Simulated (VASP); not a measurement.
## MnSi: single point with PBE

The system is MnSi.

```
Mn Si
1.0
     4.51758    0.00000    0.00000
     0.00000    4.51758    0.00000
     0.00000    0.00000    4.51758
Mn Si
4 4
Direct
  0.13643 0.13643 0.13643
  0.63643 0.36357 0.86357
  0.86357 0.63643 0.36357
  0.36357 0.86357 0.63643
  0.84518 0.84518 0.84518
  0.34518 0.65482 0.15482
  0.15482 0.34518 0.65482
  0.65482 0.15482 0.34518
```

```json
{
  "Program": "VASP 6.6.1",
  "Task": "single point",
  "Functional": "PBE",
  "Potentials or basis": "VASP PAW PBE potentials, release 64 (Mn_pv, Si)",
  "Cutoff": "520 eV",
  "k mesh": "8 × 8 × 8",
  "Occupations": "fermi-dirac, width 0.05 eV",
  "Spin": "collinear spin, ferromagnetic start",
  "Starting moments": "[1.0, 1.0, 1.0, 1.0, 0.0, 0.0, 0.0, 0.0] μB",
  "Dipole correction": "no",
  "Further INCAR settings": "ALGO = Normal; EDIFF = 1e-06; NBANDS = 48"
}
```

* Pressure: -0.1 GPa
* Largest force: 0.014 eV/Å
* Net moment: 3.89 μB per cell
* Site moments: Mn +1.03; Si -0.05 μB
* Valence electrons inside the program's atomic spheres: Mn 12.01; Si 1.65

Forces on the atoms (eV/Å):
```
Mn   0.008  0.008  0.008
Mn   0.008 -0.008 -0.008
Mn  -0.008  0.008 -0.008
Mn  -0.008 -0.008  0.008
Si  -0.001 -0.001 -0.001
Si  -0.001  0.001  0.001
Si   0.001 -0.001  0.001
Si   0.001  0.001 -0.001
```

Levels at points of the mesh, in eV from the Fermi level:
Spin up:
```csv
k point,band 34,band 35,band 36,band 37,band 38,band 39
"(0.00, 0.00, 0.00)",-0.38,-0.31,-0.31,0.77,0.77,0.77
"(0.50, 0.00, 0.00)",-0.62,-0.13,-0.13,0.30,0.30,1.83
"(0.50, 0.50, 0.00)",-1.05,-0.58,-0.58,0.76,0.76,1.31
"(0.50, 0.50, 0.50)",-0.70,-0.70,-0.70,0.61,0.61,0.61
```
Spin down:
| k point | band 28 | band 29 | band 30 | band 31 | band 32 | band 33 | band 34 | band 35 | band 36 | band 37 |
| --- | --- | --- | --- | --- | --- | --- | --- | --- | --- | --- |
| (0.00, 0.00, 0.00) | -1.91 | -1.42 | -1.42 | -1.42 | 0.65 | 0.65 | 0.65 | 0.98 | 0.98 | 1.55 |
| (0.50, 0.00, 0.00) | -1.85 | -1.21 | -1.21 | -0.43 | -0.43 | 0.58 | 0.58 | 0.88 | 0.88 | 1.05 |
| (0.50, 0.50, 0.00) | -0.99 | -0.63 | -0.63 | -0.52 | -0.52 | -0.28 | -0.28 | 0.59 | 0.59 | 1.45 |
| (0.50, 0.50, 0.50) | -1.89 | 0.05 | 0.05 | 0.05 | 0.05 | 0.23 | 0.23 | 0.23 | 0.23 | 1.26 |

Wall time 2.4 min on 1 thread of Intel(R) Xeon(R) 6975P-C (Granite Rapids), with other jobs on the host, peak memory 0.41 GiB.
